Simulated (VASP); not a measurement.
# SnO (P4/nmm) in VASP: notebook

The runs below take SnO through single point, with PBE.

Everything below comes from runs of VASP 6.6.1. Logs are shortened: lines on timing, memory, paths and dates and some standing lists are left out, and cuts for length are marked.

**1. The cell of the first run**

Symmetry: P4/nmm, No. 129, tetragonal system. The conventional cell has a = 3.641 Å, b = 3.641 Å, c = 4.906 Å, α = 90.00°, β = 90.00°, γ = 90.00°. Within 2.9 Å of Sn (site symmetry 4mm) lie 4 O at 2.18 Å. Within 2.9 Å of O (site symmetry -4m2) lie 4 Sn at 2.18 Å and 4 O at 2.57 Å.

**2. Single point, PBE (epitaxial xy strain -4.0%)**

Contents of INCAR:

```
PREC = Accurate
ENCUT = 520
EDIFF = 1E-6
ISMEAR = -1
SIGMA = 0.02
LREAL = F
LASPH = T
NELM = 60
ALGO = Normal
ISIF = 2
LWAVE = F
LCHARG = F
GGA = PE
NBANDS = 28
```

Contents of KPOINTS:

```
Automatic mesh
0
Gamma
  6 6 6
```

Contents of POSCAR:

```
SnO
1.0
    3.6408845392      0.0000000000      0.0000000000
    0.0000000000      3.6408845392      0.0000000000
    0.0000000000      0.0000000000      4.9055625148
Sn O
2 2
Direct
    0.0000000000      0.5000000000      0.2441682863
    0.5000000000      0.0000000000      0.7558317137
    0.5000000000      0.5000000000      0.0000000000
    0.0000000000      0.0000000000      0.0000000000
```

Potentials or basis: VASP PAW PBE potentials, release 64 (Sn_d, O).

Command:

```sh
$ cat potpaw_PBE.64/Sn_d/POTCAR potpaw_PBE.64/O/POTCAR > POTCAR
$ mpirun -np 1 vasp_std > vasp.out
```

OUTCAR:

```text
PREC = Accurate
   ENCUT = 520
   EDIFF = 1E-6
   ISMEAR = -1
   LREAL = F
   LASPH = T
   NELM = 60
   ISIF = 2
   GGA = PE

 ion  position               nearest neighbor table
   1  0.000  0.500  0.244-   3 2.18   4 2.18   4 2.18   3 2.18   2 3.52   2 3.52   2 3.52   2 3.52
                             2 3.60   2 3.60   2 3.60   2 3.60
   2  0.500  0.000  0.756-   3 2.18   4 2.18   3 2.18   4 2.18   1 3.52   1 3.52   1 3.52   1 3.52
                             1 3.60   1 3.60   1 3.60   1 3.60
   3  0.500  0.500  0.000-   1 2.18   2 2.18   2 2.18   1 2.18
   4  0.000  0.000  0.000-   1 2.18   2 2.18   1 2.18   2 2.18

  LATTYP: Found a simple tetragonal cell.
 ALAT       =     3.6408845392
 C/A-ratio  =     1.3473545953

  Lattice vectors:

 A1 = (   3.6408845392,   0.0000000000,   0.0000000000)
 A2 = (   0.0000000000,   3.6408845392,   0.0000000000)
 A3 = (   0.0000000000,   0.0000000000,   4.9055625148)

Analysis of symmetry for initial positions (statically):
=====================================================================
 Subroutine PRICEL returns:
 Original cell was already a primitive cell.

 Routine SETGRP: Setting up the symmetry group for a
 simple tetragonal supercell.

 Subroutine GETGRP returns: Found 16 space group operations
 (whereof  8 operations were pure point group operations)
 out of a pool of 16 trial point group operations.

The static configuration has the point symmetry D_2d.
 The point group associated with its full space group is D_4h.

Analysis of symmetry for dynamics (positions and initial velocities):
=====================================================================
 Subroutine PRICEL returns:
 Original cell was already a primitive cell.

 Routine SETGRP: Setting up the symmetry group for a
 simple tetragonal supercell.

 Subroutine GETGRP returns: Found 16 space group operations
 (whereof  8 operations were pure point group operations)
 out of a pool of 16 trial point group operations.

The dynamic configuration has the point symmetry D_2d.
 The point group associated with its full space group is D_4h.

 Subroutine INISYM returns: Found 16 space group operations
 (whereof  8 operations are pure point group operations),
 and found     1 'primitive' translations

----------------------------------------------------------------------------------------

                                     Primitive cell

  volume of cell :      65.0283

  direct lattice vectors                    reciprocal lattice vectors
     3.640884539  0.000000000  0.000000000     0.274658531  0.000000000  0.000000000
     0.000000000  3.640884539  0.000000000     0.000000000  0.274658531  0.000000000
     0.000000000  0.000000000  4.905562515     0.000000000  0.000000000  0.203850220

  length of vectors
     3.640884539  3.640884539  4.905562515     0.274658531  0.274658531  0.203850220

  position of ions in fractional coordinates (direct lattice)
     0.000000000  0.500000000  0.244168286
     0.500000000  0.000000000  0.755831714
     0.500000000  0.500000000  0.000000000
     0.000000000  0.000000000  0.000000000

  ion indices of the primitive-cell ions
   primitive index   ion index
                 1           1
                 2           2
                 3           3
                 4           4

----------------------------------------------------------------------------------------

 KPOINTS: Automatic mesh

Automatic generation of k-mesh.
 Grid dimensions read from file:
 generate k-points for:    6    6    6

 Generating k-lattice:

  Cartesian coordinates                     Fractional coordinates (reciprocal lattice)
     0.045776422  0.000000000  0.000000000     0.166666667  0.000000000  0.000000000
     0.000000000  0.045776422  0.000000000     0.000000000  0.166666667  0.000000000
     0.000000000  0.000000000  0.033975037     0.000000000  0.000000000  0.166666667

  Length of vectors
     0.045776422  0.045776422  0.033975037

  Shift w.r.t. Gamma in fractional coordinates (k-lattice)
     0.000000000  0.000000000  0.000000000

 Subroutine IBZKPT returns following result:
 ===========================================

 Found     40 irreducible k-points:

 Following reciprocal coordinates:
            Coordinates               Weight
  0.000000  0.000000  0.000000      1.000000
  0.166667  0.000000  0.000000      4.000000
  0.333333  0.000000  0.000000      4.000000
  0.500000  0.000000  0.000000      2.000000
  0.166667  0.166667  0.000000      4.000000
  0.333333  0.166667  0.000000      8.000000
[... 16 lines left out ...]
  0.333333  0.000000  0.333333      8.000000
  0.500000  0.000000  0.333333      4.000000
 [... further k-points ...]
   k-points           NKPTS =     40   k-points in BZ     NKDIM =     40   number of bands    NBANDS=     28
   number of dos      NEDOS =    301   number of ions     NIONS =      4
   total plane-waves  NPLWV =  28224
   dimension x,y,z NGX =    28 NGY =   28 NGZ =   36
   dimension x,y,z NGXF=    56 NGYF=   56 NGZF=   72
   ions per type =               2   2
   NGX,Y,Z   is equivalent  to a cutoff of  12.79, 12.79, 12.20 a.u.
   NGXF,Y,Z  is equivalent  to a cutoff of  25.57, 25.57, 24.40 a.u.
 SYSTEM =  unknown system
   PREC   = accura    normal or accurate (medium, high low for compatibility)
   ISTART =      0    job   : 0-new  1-cont  2-samecut
   ICHARG =      2    charge: 1-file 2-atom 10-const
   ISPIN  =      1    spin polarized calculation?
   LNONCOLLINEAR =      F non collinear calculations
   LSORBIT =      F    spin-orbit coupling
   LASPH  =      T    aspherical Exc in radial PAW
   ENCUT  =  520.0 eV  38.22 Ry    6.18 a.u.   6.77  6.77  9.12*2*pi/ulx,y,z
   NELM   =     60;   NELMIN=  2; NELMDL= -5     # of ELM steps
   EDIFF  = 0.1E-05   stopping-criterion for ELM
   LREAL  =      F    real-space projection
   EDIFFG = 0.1E-04   stopping-criterion for IOM
   NSW    =      0    number of steps for IOM
   IBRION =     -1    ionic relax: 0-MD 1-quasi-New 2-CG
   NFREE  =      0    steps in history (QN), initial steepest desc. (CG)
   ISIF   =      2    stress and relaxation
   ISYM   =      2    0-nonsym 1-usesym 2-fastsym
   POTIM  = 0.5000    time-step for ionic-motion
   TEBEG  =    0.0;   TEEND  =   0.0 temperature during run
   PSTRESS=    0.0 pullay stress
   NELECT =      40.0000    total number of electrons
   NUPDOWN=      -1.0000    fix difference up-down
   EMIN   =  10.00;   EMAX   =-10.00  energy-range for DOS
   EFERMI =   0.00;   METHOD = LEGACY
   ISMEAR =    -1;   SIGMA  =   0.02  broadening in eV -4-tet -1-fermi 0-gaus
   EFERMI_NEDOS =   21; number of points for ismear=-14 and -15
   IALGO  =     38    algorithm
   IMIX   =      4    mixing-type and parameters
     AMIX     =   0.40;   BMIX     =  1.00
     AMIX_MAG =   1.60;   BMIX_MAG =  1.00
  volume/ion in A,a.u.               =      16.26       109.71
  Fermi-wavevector in a.u.,A,eV,Ry     =   1.392282  2.631032 26.374211  1.938450
  Thomas-Fermi vector in A             =   2.516040
   LORBIT       =      0    0 simple, 1 ext, 2 COOP (PROOUT), +10 PAW based schemes
   GGA     = PE    functional components
   LHFCALC =     F    Hartree Fock is set to
   AEXX    =    0.0000 exact exchange contribution
   IVDW    =     0    specifies the selected vdW correction
   LEPSILON=     F    determine dielectric tensor
   LRPA    =     F    only Hartree local field effects (RPA)
 non-spin polarized calculation
  energy-cutoff  :      520.00
  volume of cell :       65.03
 maximum number of plane-waves:      1779
 NGX is ok and might be reduce to    28
   NGX = 13   NGY = 13   NGZ = 19

 number of electron      39.9999982 magnetization

 Free energy of the ion-electron system (eV)
  ---------------------------------------------------
  ext. energy  EPLUGINS =         0.00000000
  ---------------------------------------------------
  free energy    TOTEN  =       -22.37656599 eV

  energy without entropy =      -22.37564530  energy(sigma->0) =      -22.37610565

 E-fermi :   8.3311     XC(G=0): -10.6499

 val. band max:        8.3296209842   @ k =   0.5000   0.5000   0.1667
 cond. band min:       8.3549014772   @ k =   0.1667   0.0000   0.0000
 fundamental gap:      0.0252804930
 Fermi energy:         8.3310625198

 k-point     1 :       0.0000    0.0000    0.0000
  band No.  band energies     occupation
      1     -14.0897      2.00000
      2     -13.5852      2.00000
      3     -13.5497      2.00000
      4     -13.5497      2.00000
      5     -13.4926      2.00000
      6     -13.4799      2.00000
[... 20 lines left out ...]
     27      14.9694      0.00000
     28      15.2710      0.00000

 k-point     2 :       0.1667    0.0000    0.0000
  band No.  band energies     occupation
      1     -14.0782      2.00000
      2     -13.6220      2.00000
      3     -13.5506      2.00000
      4     -13.5492      2.00000
      5     -13.5405      2.00000
      6     -13.4964      2.00000
[... 20 lines left out ...]
     27      15.2837      0.00000
     28      17.6103      0.00000

 k-point     3 :       0.3333    0.0000    0.0000
  band No.  band energies     occupation
      1     -14.0487      2.00000
      2     -13.8470      2.00000
      3     -13.5410      2.00000
      4     -13.5310      2.00000
      5     -13.5192      2.00000
      6     -13.5031      2.00000
[... 20 lines left out ...]
     27      15.8729      0.00000
     28      18.8550      0.00000

 k-point     4 :       0.5000    0.0000    0.0000
  band No.  band energies     occupation
      1     -13.9853      2.00000
      2     -13.9853      2.00000
      3     -13.5282      2.00000
      4     -13.5282      2.00000
      5     -13.5068      2.00000
      6     -13.5068      2.00000
[... 578 lines left out ...]
     27      16.1329      0.00000
     28      17.5442      0.00000

 k-point    23 :       0.3333    0.0000    0.3333
  band No.  band energies     occupation
      1     -14.0507      2.00000
      2     -13.8743      2.00000
      3     -13.5411      2.00000
      4     -13.5345      2.00000
      5     -13.5224      2.00000
      6     -13.5166      2.00000
[... 20 lines left out ...]
     27      16.5523      0.00000
     28      18.6198      0.00000

 k-point    24 :       0.5000    0.0000    0.3333
  band No.  band energies     occupation
      1     -14.0018      2.00000
      2     -14.0018      2.00000
      3     -13.5380      2.00000
      4     -13.5380      2.00000
      5     -13.5215      2.00000
      6     -13.5215      2.00000
[... 20 lines left out ...]
     27      17.4188      0.00000
     28      17.4188      0.00000

 [... further k-points ...]
[... 5 lines left out ...]
  --------------------------------------------------------------------------------------
  -------------------------------------------------------------------------------------
  Total        6.0213075      6.0213075      2.3684456      0.0000000      0.0000000      0.0000000
  in kB      148.3538293    148.3538293     58.3540998      0.0000000      0.0000000      0.0000000
  external PRESSURE =     118.3539194 kB  Pullay stress =       0.0000000 kB

 VOLUME and BASIS-vectors are now :
 -----------------------------------------------------------------------------
  energy-cutoff  :      520.00
  volume of cell :       65.03
      direct lattice vectors                 reciprocal lattice vectors
     3.640884539  0.000000000  0.000000000     0.274658531  0.000000000  0.000000000
     0.000000000  3.640884539  0.000000000     0.000000000  0.274658531  0.000000000
     0.000000000  0.000000000  4.905562515     0.000000000  0.000000000  0.203850220

 POSITION                                       TOTAL-FORCE (eV/Angst)
 -----------------------------------------------------------------------------------
      0.00000      1.82044      1.19778        -0.000000      0.000000      0.700964
      1.82044      0.00000      3.70778         0.000000      0.000000     -0.700964
      1.82044      1.82044      0.00000        -0.000000     -0.000000      0.000000
      0.00000      0.00000      0.00000        -0.000000      0.000000      0.000000
 -----------------------------------------------------------------------------------
    total drift:                                0.000000      0.000000      0.000000

  FREE ENERGIE OF THE ION-ELECTRON SYSTEM (eV)
  ---------------------------------------------------
  free  energy   TOTEN  =       -22.3765659895 eV

  energy  without entropy=      -22.3756453012  energy(sigma->0) =      -22.37610565
```

Wall time 26 s (1 thread of Intel Xeon 6975P-C (Granite Rapids), shared host); peak memory 0.2 GiB.

Results:

```
Free energy            : -22.3766 eV
Pressure               : 11.8 GPa
Largest force          : 0.701 eV/Å
Band gap on the k mesh : zero (band 20 reaches 8.64 eV, above the bottom of band 21 at 7.92 eV)
```

Forces on the atoms (eV/Å):
```
Sn   0.000  0.000  0.701
Sn   0.000  0.000 -0.701
O    0.000  0.000  0.000
O    0.000  0.000  0.000
```

Stress tensor (GPa, compression positive):
```
14.84  0.00  0.00
 0.00 14.84  0.00
 0.00  0.00  5.84
```

Caveat: the cell differs from its parent crystal (epitaxial xy strain -4.0%); spin-orbit coupling is left out, which moves the levels of the heavy elements.

**3. Single point, PBE (epitaxial xy strain -3.0%)**

Contents of INCAR:

```
SYSTEM = SnO
  ALGO = Normal
  EDIFF = 1E-6
  ENCUT = 520
  GGA = PE
  ISIF = 2
  ISMEAR = -1
  LASPH = .TRUE.
  LCHARG = .FALSE.
  LREAL = .FALSE.
  LWAVE = .FALSE.
  NBANDS = 28
  NELM = 80
  PREC = Accurate
  SIGMA = 0.02
```

Contents of KPOINTS:

```
k-points
0
G
  6 6 6
  0 0 0
```

Contents of POSCAR:

```
SnO
1.0
    3.6788104198      0.0000000000      0.0000000000
    0.0000000000      3.6788104198      0.0000000000
    0.0000000000      0.0000000000      4.8616843151
Sn O
2 2
Direct
    0.0000000000      0.5000000000      0.2438341314
    0.5000000000      0.0000000000      0.7561658686
    0.5000000000      0.5000000000      0.0000000000
    0.0000000000      0.0000000000      0.0000000000
```

Potentials or basis: VASP PAW PBE potentials, release 64 (Sn_d, O).

Command:

```sh
$ cat potpaw_PBE.64/Sn_d/POTCAR potpaw_PBE.64/O/POTCAR > POTCAR
$ mpirun -np 1 vasp_std > vasp.out
```

Wall time 25 s (1 thread of Intel Xeon 6975P-C (Granite Rapids), shared host); peak memory 0.2 GiB.

It converged, with:

| Property | Result |
| --- | --- |
| Free energy | -22.4696 eV |
| Pressure | 10.2 GPa |
| Largest force | 0.638 eV/Å |
| Band gap on the k mesh | zero (band 20 reaches 8.38 eV, above the bottom of band 21 at 7.80 eV) |

Forces on the atoms (eV/Å):
```
Sn   0.000  0.000  0.638
Sn   0.000  0.000 -0.638
O    0.000  0.000  0.000
O    0.000  0.000  0.000
```

Stress tensor (GPa, compression positive):
```
12.51  0.00  0.00
 0.00 12.51  0.00
 0.00  0.00  5.70
```

Levels at points of the mesh, in eV from the Fermi level:
```tsv
k point	band 18	band 19	band 20	band 21	band 22	band 23
(0.00, 0.00, 0.00)	-3.33	-3.33	0.23	2.46	4.35	4.60
(0.50, 0.00, 0.00)	-5.17	-3.24	-3.24	3.11	3.11	6.04
(0.50, 0.50, 0.00)	-2.65	-2.18	-2.18	-0.36	-0.36	4.10
(0.00, 0.00, 0.50)	-3.35	-3.08	-2.93	2.07	2.82	2.82
(0.50, 0.00, 0.50)	-5.14	-2.14	-2.14	2.42	2.42	5.54
(0.50, 0.50, 0.50)	-2.97	-2.65	-2.65	1.92	1.92	3.93
```

Caveat: the cell differs from its parent crystal (epitaxial xy strain -3.0%); spin-orbit coupling is left out, which moves the levels of the heavy elements.

**4. Single point, PBE (epitaxial xy strain -2.0%)**

Contents of INCAR:

```
SYSTEM = SnO
  PREC = Accurate
  ENCUT = 520
  EDIFF = 1E-7
  ISMEAR = -1
  SIGMA = 0.02
  LREAL = .FALSE.
  LASPH = .TRUE.
  NELM = 80
  ALGO = Normal
  ISIF = 2
  LWAVE = .FALSE.
  LCHARG = .FALSE.
  GGA = PE
  NBANDS = 28
```

Contents of KPOINTS:

```
Automatic mesh
0
G
  6 6 6
  0 0 0
```

Contents of POSCAR:

```
SnO
1.0
    3.7167363005      0.0000000000      0.0000000000
    0.0000000000      3.7167363005      0.0000000000
    0.0000000000      0.0000000000      4.8193471432
Sn O
2 2
Direct
    0.0000000000      0.5000000000      0.2433908458
    0.5000000000      0.0000000000      0.7566091542
    0.5000000000      0.5000000000      0.0000000000
    0.0000000000      0.0000000000      0.0000000000
```

Command:

```sh
$ cat potpaw_PBE.64/Sn_d/POTCAR potpaw_PBE.64/O/POTCAR > POTCAR
$ mpirun -np 1 vasp_std > vasp.out
```

It took 32 s on 1 thread of Intel Xeon 6975P-C (Granite Rapids), shared host; peak memory 0.2 GiB.

It converged, with:

| Quantity | Value |
| --- | --- |
| Free energy | -22.5435 eV |
| Pressure | 8.6 GPa |
| Largest force | 0.611 eV/Å |
| Band gap on the k mesh | zero (band 20 reaches 8.11 eV, above the bottom of band 21 at 7.68 eV) |

Forces on the atoms (eV/Å):
```
Sn   0.000  0.000  0.611
Sn   0.000  0.000 -0.611
O    0.000  0.000  0.000
O    0.000  0.000  0.000
```

Stress tensor (GPa, compression positive):
```
10.15  0.00  0.00
 0.00 10.15  0.00
 0.00  0.00  5.50
```

Levels at points of the mesh, in eV from the Fermi level:
```csv
k point,band 16,band 17,band 18,band 19,band 20,band 21,band 22,band 23,band 24,band 25
"(0.00, 0.00, 0.00)",-6.62,-3.79,-3.31,-3.31,0.17,2.37,4.45,4.59,4.59,5.75
"(0.50, 0.00, 0.00)",-5.43,-5.11,-5.11,-3.10,-3.10,3.19,3.19,5.99,5.99,6.31
"(0.50, 0.50, 0.00)",-5.58,-2.64,-2.64,-2.09,-2.09,-0.26,-0.26,4.24,4.24,7.27
"(0.00, 0.00, 0.50)",-3.86,-3.33,-3.33,-3.02,-2.70,1.94,2.81,2.81,3.87,7.84
"(0.50, 0.00, 0.50)",-5.84,-5.07,-5.07,-2.01,-2.01,2.53,2.53,5.47,5.47,6.94
"(0.50, 0.50, 0.50)",-6.07,-2.91,-2.91,-2.64,-2.64,2.04,2.04,4.05,4.05,5.77
```

Caveat: the cell differs from its parent crystal (epitaxial xy strain -2.0%); spin-orbit coupling is left out, which moves the levels of the heavy elements.

**5. Overview**

```tsv
cell	gap on the mesh (eV)	pressure (GPa)	largest force (eV/Å)
a = 3.641, b = 3.641, c = 4.906 Å, 4 atoms	none	11.8	0.70
a = 3.679, b = 3.679, c = 4.862 Å, 4 atoms	none	10.2	0.64
a = 3.717, b = 3.717, c = 4.819 Å, 4 atoms	none	8.6	0.61
```

Alike in all rows: task single point; level PBE; potentials or basis VASP PAW PBE potentials, release 64 (Sn_d, O); no spin polarisation; k mesh 6 × 6 × 6; cutoff (eV) 520; smearing fermi-dirac 0.02 eV.

Caveats: spin-orbit coupling is left out, which moves the levels of the heavy elements.

Absolute energies hang on the potentials; compare differences alone.
